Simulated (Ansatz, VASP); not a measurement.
**PbSe in VASP and in Ansatz**

```xyz
2
Lattice="0.0000 3.0824 3.0824 3.0824 0.0000 3.0824 3.0824 3.0824 0.0000" Properties=species:S:1:pos:R:3 pbc="T T T"
Pb    0.0000    0.0000    0.0000
Se    3.0824    3.0824    3.0824
```

Change from the starting cell: volume scaled by 1.02.

Alike in both runs: task single point; functional PBE; k mesh 9 × 9 × 9; occupations fermi-dirac, width 0.01 eV; no spin polarisation.

```csv
,VASP,Ansatz
version,VASP 6.6.1,Ansatz 0.2.0
potentials or method,"VASP PAW PBE potentials, release 64 (Pb_d, Se), cutoff 520 eV","all-electron LAPW, scalar-relativistic"
```

|  | VASP | Ansatz | Ansatz less VASP |
| --- | --- | --- | --- |
| pressure (GPa) | 1.2 | 1.3 | +0.02 |

Ansatz ran all-electron here, and VASP with PAW potentials.

Neither program's run includes spin-orbit coupling.
